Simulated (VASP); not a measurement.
# ZrTa2C2 (P4/mmm) in VASP: notebook

ZrTa2C2 is run at these levels: PBE; tasks: single point.

Everything below comes from runs of VASP 6.6.1. Logs are shortened: lines on timing, memory, paths and dates and some standing lists are left out, and cuts for length are marked.

## Step 1: The cell of the first run

The structure is tetragonal, space group P4/mmm (No. 123). The conventional cell has a = 4.133 Å, b = 4.133 Å, c = 5.661 Å, α = 90.00°, β = 90.00°, γ = 90.00°. Zr (site symmetry 4/mmm) has 2 C at 2.10 Å within 2.8 Å. Ta (site symmetry mmm) has 4 C at 2.19 Å within 2.9 Å. Within 1.9 Å of C (site symmetry 4mm) lie 1 C at 1.46 Å.

## Step 2: Single point, PBE

The input, INCAR:

```
SYSTEM = ZrTa2C2
ALGO = Normal
EDIFF = 1E-6
ENCUT = 520
GGA = PE
ISIF = 2
ISMEAR = 0
LASPH = .TRUE.
LCHARG = .FALSE.
LREAL = .FALSE.
LWAVE = .FALSE.
NBANDS = 29
NELM = 60
PREC = Accurate
SIGMA = 0.1
```

The input, KPOINTS:

```
k-points
0
G
  4 4 4
  0 0 0
```

The input, POSCAR:

```
ZrTa2C2
1.0
    4.1326600396      0.0000000000      0.0000000000
    0.0000000000      4.1326600396      0.0000000000
    0.0000000000      0.0000000000      5.6607039292
Zr Ta C
1 2 2
Direct
    0.0000000000      0.0000000000      0.2667548663
    0.5000000000      0.0000000000      0.7667540366
    0.0000000000      0.5000000000      0.7667540366
    0.0000000000      0.0000000000      0.8955861593
    0.0000000000      0.0000000000      0.6379248613
```

Potentials or basis: VASP PAW PBE potentials, release 64 (Zr_sv, Ta_pv, C).

Started as:

```sh
> cat potpaw_PBE.64/Zr_sv/POTCAR potpaw_PBE.64/Ta_pv/POTCAR potpaw_PBE.64/C/POTCAR > POTCAR
> mpirun -np 1 vasp_std > vasp.out
```

OUTCAR:

```text
SYSTEM = ZrTa2C2
   EDIFF = 1E-6
   ENCUT = 520
   GGA = PE
   ISIF = 2
   ISMEAR = 0
   LASPH = .TRUE.
   LREAL = .FALSE.
   NELM = 60
   PREC = Accurate

 ion  position               nearest neighbor table
   1  0.000  0.000  0.267-   4 2.10   5 2.10   2 3.50   3 3.50   3 3.50   2 3.50   2 3.50   3 3.50
                             3 3.50   2 3.50
   2  0.500  0.000  0.767-   5 2.19   5 2.19   4 2.19   4 2.19   3 2.92   3 2.92   3 2.92   3 2.92
                             1 3.50   1 3.50   1 3.50   1 3.50
   3  0.000  0.500  0.767-   5 2.19   5 2.19   4 2.19   4 2.19   2 2.92   2 2.92   2 2.92   2 2.92
                             1 3.50   1 3.50   1 3.50   1 3.50
   4  0.000  0.000  0.896-   5 1.46   1 2.10   3 2.19   2 2.19   3 2.19   2 2.19
   5  0.000  0.000  0.638-   4 1.46   1 2.10   3 2.19   2 2.19   3 2.19   2 2.19

  LATTYP: Found a simple tetragonal cell.
 ALAT       =     4.1326600396
 C/A-ratio  =     1.3697482674

  Lattice vectors:

 A1 = (   4.1326600396,   0.0000000000,   0.0000000000)
 A2 = (   0.0000000000,   4.1326600396,   0.0000000000)
 A3 = (   0.0000000000,   0.0000000000,   5.6607039292)

Analysis of symmetry for initial positions (statically):
=====================================================================
 Subroutine PRICEL returns:
 Original cell was already a primitive cell.

 Routine SETGRP: Setting up the symmetry group for a
 simple tetragonal supercell.

 Subroutine GETGRP returns: Found 16 space group operations
 (whereof  8 operations were pure point group operations)
 out of a pool of 16 trial point group operations.

The static configuration has the point symmetry C_4v.
 The point group associated with its full space group is D_4h.

Analysis of symmetry for dynamics (positions and initial velocities):
=====================================================================
 Subroutine PRICEL returns:
 Original cell was already a primitive cell.

 Routine SETGRP: Setting up the symmetry group for a
 simple tetragonal supercell.

 Subroutine GETGRP returns: Found 16 space group operations
 (whereof  8 operations were pure point group operations)
 out of a pool of 16 trial point group operations.

The dynamic configuration has the point symmetry C_4v.
 The point group associated with its full space group is D_4h.

 Subroutine INISYM returns: Found 16 space group operations
 (whereof  8 operations are pure point group operations),
 and found     1 'primitive' translations

----------------------------------------------------------------------------------------
[... 95 lines left out ...]
   NSW    =      0    number of steps for IOM
   IBRION =     -1    ionic relax: 0-MD 1-quasi-New 2-CG
   NFREE  =      0    steps in history (QN), initial steepest desc. (CG)
   ISIF   =      2    stress and relaxation
   ISYM   =      2    0-nonsym 1-usesym 2-fastsym
   POTIM  = 0.5000    time-step for ionic-motion
   TEBEG  =    0.0;   TEEND  =   0.0 temperature during run
   PSTRESS=    0.0 pullay stress
   NELECT =      42.0000    total number of electrons
   NUPDOWN=      -1.0000    fix difference up-down
   EMIN   =  10.00;   EMAX   =-10.00  energy-range for DOS
   EFERMI =   0.00;   METHOD = LEGACY
   ISMEAR =     0;   SIGMA  =   0.10  broadening in eV -4-tet -1-fermi 0-gaus
   EFERMI_NEDOS =   21; number of points for ismear=-14 and -15
   IALGO  =     38    algorithm
   IMIX   =      4    mixing-type and parameters
     AMIX     =   0.40;   BMIX     =  1.00
     AMIX_MAG =   1.60;   BMIX_MAG =  1.00
  volume/ion in A,a.u.               =      19.34       130.48
  Fermi-wavevector in a.u.,A,eV,Ry     =   1.239885  2.343042 20.916430  1.537314
  Thomas-Fermi vector in A             =   2.374349
   LORBIT       =      0    0 simple, 1 ext, 2 COOP (PROOUT), +10 PAW based schemes
   GGA     = PE    functional components
   LHFCALC =     F    Hartree Fock is set to
   AEXX    =    0.0000 exact exchange contribution
   IVDW    =     0    specifies the selected vdW correction
   LEPSILON=     F    determine dielectric tensor
   LRPA    =     F    only Hartree local field effects (RPA)
 non-spin polarized calculation
 Gauss-broadening in eV      SIGMA  =   0.10
  energy-cutoff  :      520.00
  volume of cell :       96.68
 maximum number of plane-waves:      2636
 NGX is ok and might be reduce to    32
   NGX = 15   NGY = 15   NGZ = 21

 number of electron      42.0000001 magnetization

 Free energy of the ion-electron system (eV)
  ---------------------------------------------------
  ext. energy  EPLUGINS =         0.00000000
  ---------------------------------------------------
  free energy    TOTEN  =       -47.95768948 eV

  energy without entropy =      -47.94410579  energy(sigma->0) =      -47.95089763

 E-fermi :   4.5206     XC(G=0): -10.3270

 val. band max:        4.4970814687   @ k =   0.5000   0.2500   0.5000
 cond. band min:       4.5208615791   @ k =   0.0000   0.0000   0.5000
 fundamental gap:      0.0237801104
 Fermi energy:         4.5206295257

 k-point     1 :       0.0000    0.0000    0.0000
  band No.  band energies     occupation
      1     -44.8505      2.00000
      2     -30.3985      2.00000
      3     -30.3985      2.00000
      4     -30.1421      2.00000
      5     -29.9825      2.00000
      6     -29.7573      2.00000
[... 565 lines left out ...]
     28       8.0602      0.00000
     29       8.4124      0.00000

------------------------ aborting loop because EDIFF is reached ----------------------------------------

  FORCE on cell =-STRESS in cart. coord.  units (eV):
  Direction    XX          YY          ZZ          XY          YZ          ZX
  --------------------------------------------------------------------------------------
  -------------------------------------------------------------------------------------
  Total        0.2089336      0.2089336      0.1676732      0.0000000      0.0000000      0.0000000
  in kB        3.4624949      3.4624949      2.7787170      0.0000000      0.0000000      0.0000000
  external PRESSURE =       3.2345690 kB  Pullay stress =       0.0000000 kB

 VOLUME and BASIS-vectors are now :
 -----------------------------------------------------------------------------
  energy-cutoff  :      520.00
  volume of cell :       96.68
      direct lattice vectors                 reciprocal lattice vectors
     4.132660040  0.000000000  0.000000000     0.241974900  0.000000000  0.000000000
     0.000000000  4.132660040  0.000000000     0.000000000  0.241974900  0.000000000
     0.000000000  0.000000000  5.660703929     0.000000000  0.000000000  0.176656475

 POSITION                                       TOTAL-FORCE (eV/Angst)
 -----------------------------------------------------------------------------------
      0.00000      0.00000      1.51002        -0.000000     -0.000000      0.000000
      2.06633      0.00000      4.34037        -0.000000     -0.000000      0.000000
      0.00000      2.06633      4.34037         0.000000      0.000000      0.000000
      0.00000      0.00000      5.06965        -0.000000     -0.000000      0.084585
      0.00000      0.00000      3.61110        -0.000000     -0.000000     -0.084585
 -----------------------------------------------------------------------------------
    total drift:                               -0.000000      0.000000      0.003773

  FREE ENERGIE OF THE ION-ELECTRON SYSTEM (eV)
  ---------------------------------------------------
  free  energy   TOTEN  =       -47.9576894798 eV

  energy  without entropy=      -47.9441057889  energy(sigma->0) =      -47.95089763
```

stdout:

```text
POSCAR found type information on POSCAR ZrTaC
 POSCAR found :  3 types and       5 ions
 scaLAPACK will be used
 LDA part: xc-table for (Slater+PW92), standard interpolation
 POSCAR, INCAR and KPOINTS ok, starting setup
 FFT: planning ... GRIDC
 FFT: planning ... GRID_SOFT
 FFT: planning ... GRID
 WAVECAR not read
 entering main loop
```

Wall time 18 s (1 thread of Intel Xeon 6975P-C (Granite Rapids), shared host); peak memory 0.22 GiB.

What came out:

```yaml
Free_energy: -47.9577 eV
Pressure: 0.3 GPa
Largest_force: 0.085 eV/Å
Band_gap_on_the_k_mesh: zero (band 21 reaches 4.55 eV, above the bottom of band 22 at 4.32 eV)
```

Forces on the atoms (eV/Å):
```
Zr   0.000  0.000  0.000
Ta   0.000  0.000  0.000
Ta   0.000  0.000  0.000
C    0.000  0.000  0.085
C    0.000  0.000 -0.085
```

Caveat: the k points lie up to 0.38 Å⁻¹ apart; spin-orbit coupling is left out, which moves the levels of the heavy elements.

## Step 3: Single point, PBE, collinear spin, ferromagnetic start

The input, INCAR:

```
SYSTEM = ZrTa2C2
  PREC = Accurate
  ENCUT = 520
  EDIFF = 1E-6
  ISMEAR = 0
  SIGMA = 0.1
  LREAL = .FALSE.
  LASPH = .TRUE.
  NELM = 150
  ALGO = Normal
  ISIF = 2
  LWAVE = .FALSE.
  LCHARG = .TRUE.
  ISPIN = 2
  MAGMOM = 1 0 0 0 0
  LORBIT = 11
  LMAXMIX = 4
  GGA = PE
  LELF = .TRUE.
  LVHAR = .TRUE.
  NBANDS = 33
```

The input, KPOINTS:

```
regular mesh
0
G
  4 4 4
  0 0 0
```

The input, POSCAR:

```
ZrTa2C2
1.0
    4.1326600396      0.0000000000      0.0000000000
    0.0000000000      4.1326600396      0.0000000000
    0.0000000000      0.0000000000      5.6607039292
Zr Ta C
1 2 2
Direct
    0.0000000000      0.0000000000      0.0000000000
    0.5000000000      0.0000000000      0.5000000000
    0.0000000000      0.5000000000      0.5000000000
    0.0000000000      0.0000000000      0.6288312930
    0.0000000000      0.0000000000      0.3711687070
```

Potentials or basis: VASP PAW PBE potentials, release 64 (Zr_sv, Ta_pv, C).

Started as:

```sh
> cat potpaw_PBE.64/Zr_sv/POTCAR potpaw_PBE.64/Ta_pv/POTCAR potpaw_PBE.64/C/POTCAR > POTCAR
> mpirun -np 1 vasp_std > vasp.out
```

OUTCAR:

```text
SYSTEM = ZrTa2C2
   PREC = Accurate
   ENCUT = 520
   EDIFF = 1E-6
   ISMEAR = 0
   LREAL = .FALSE.
   LASPH = .TRUE.
   NELM = 150
   ISIF = 2
   ISPIN = 2
   LORBIT = 11
   GGA = PE

 ion  position               nearest neighbor table
   1  0.000  0.000  0.000-   4 2.10   5 2.10   2 3.50   3 3.50   2 3.50   3 3.50   3 3.50   3 3.50
                             2 3.50   2 3.50
   2  0.500  0.000  0.500-   4 2.19   5 2.19   4 2.19   5 2.19   3 2.92   3 2.92   3 2.92   3 2.92
                             1 3.50   1 3.50   1 3.50   1 3.50
   3  0.000  0.500  0.500-   4 2.19   5 2.19   4 2.19   5 2.19   2 2.92   2 2.92   2 2.92   2 2.92
                             1 3.50   1 3.50   1 3.50   1 3.50
   4  0.000  0.000  0.629-   5 1.46   1 2.10   3 2.19   2 2.19   3 2.19   2 2.19
   5  0.000  0.000  0.371-   4 1.46   1 2.10   3 2.19   2 2.19   3 2.19   2 2.19

  LATTYP: Found a simple tetragonal cell.
 ALAT       =     4.1326600396
 C/A-ratio  =     1.3697482674

  Lattice vectors:

 A1 = (   4.1326600396,   0.0000000000,   0.0000000000)
 A2 = (   0.0000000000,   4.1326600396,   0.0000000000)
 A3 = (   0.0000000000,   0.0000000000,   5.6607039292)
[... 1504 lines left out ...]
  -------------------------------------------------------------------------------------
  Total        0.2119035      0.2119035      0.1685122      0.0000000      0.0000000      0.0000000
  in kB        3.5117116      3.5117116      2.7926216      0.0000000      0.0000000      0.0000000
  external PRESSURE =       3.2720149 kB  Pullay stress =       0.0000000 kB

 VOLUME and BASIS-vectors are now :
 -----------------------------------------------------------------------------
  energy-cutoff  :      520.00
  volume of cell :       96.68
      direct lattice vectors                 reciprocal lattice vectors
     4.132660040  0.000000000  0.000000000     0.241974900  0.000000000  0.000000000
     0.000000000  4.132660040  0.000000000     0.000000000  0.241974900  0.000000000
     0.000000000  0.000000000  5.660703929     0.000000000  0.000000000  0.176656475

 POSITION                                       TOTAL-FORCE (eV/Angst)
 -----------------------------------------------------------------------------------
      0.00000      0.00000      0.00000        -0.000000     -0.000000      0.000000
      2.06633      0.00000      2.83035        -0.000000     -0.000000      0.000000
      0.00000      2.06633      2.83035        -0.000000     -0.000000      0.000000
      0.00000      0.00000      3.55963         0.000000      0.000000      0.084236
      0.00000      0.00000      2.10108        -0.000000      0.000000     -0.084236
 -----------------------------------------------------------------------------------
    total drift:                                0.000000      0.000000     -0.000000

  FREE ENERGIE OF THE ION-ELECTRON SYSTEM (eV)
  ---------------------------------------------------
  free  energy   TOTEN  =       -47.9576982608 eV

  energy  without entropy=      -47.9441141042  energy(sigma->0) =      -47.95090618

 total charge

# of ion       s       p       d       tot
------------------------------------------
    1        2.154   5.995   1.533   9.683
    2        0.314   6.186   2.385   8.886
    3        0.314   6.186   2.385   8.886
    4        0.884   1.672   0.000   2.556
    5        0.884   1.672   0.000   2.556
--------------------------------------------------
tot          4.550  21.712   6.303  32.565

 magnetization (x)

# of ion       s       p       d       tot
------------------------------------------
    1        0.000  -0.000   0.000   0.000
    2       -0.000  -0.000   0.000   0.000
    3       -0.000  -0.000   0.000   0.000
    4       -0.000  -0.000   0.000  -0.000
    5       -0.000  -0.000   0.000  -0.000
--------------------------------------------------
tot         -0.000  -0.000   0.000   0.000
```

stdout:

```text
POSCAR found type information on POSCAR ZrTaC
 POSCAR found :  3 types and       5 ions
 scaLAPACK will be used
 LDA part: xc-table for (Slater+PW92), standard interpolation
 POSCAR, INCAR and KPOINTS ok, starting setup
 FFT: planning ... GRIDC
 FFT: planning ... GRID_SOFT
 FFT: planning ... GRID
 WAVECAR not read
 entering main loop
```

Wall time 41 s (1 thread of Intel Xeon 6975P-C (Granite Rapids), shared host); peak memory 0.28 GiB.

What came out:

| Item | Value |
| --- | --- |
| Free energy | -47.9577 eV |
| Pressure | 0.3 GPa |
| Largest force | 0.084 eV/Å |
| Band gap on the k mesh | zero (filled and empty bands overlap) |
| Net moment | 0.00 μB per cell |
| Valence electrons inside the program's atomic spheres | Zr 9.68; Ta 8.89; C 2.56 |

Forces on the atoms (eV/Å):
```
Zr   0.000  0.000  0.000
Ta   0.000  0.000  0.000
Ta   0.000  0.000  0.000
C    0.000  0.000  0.084
C    0.000  0.000 -0.084
```

Caveat: the k points lie up to 0.38 Å⁻¹ apart; spin-orbit coupling is left out, which moves the levels of the heavy elements.

[end of part 1 of 2]
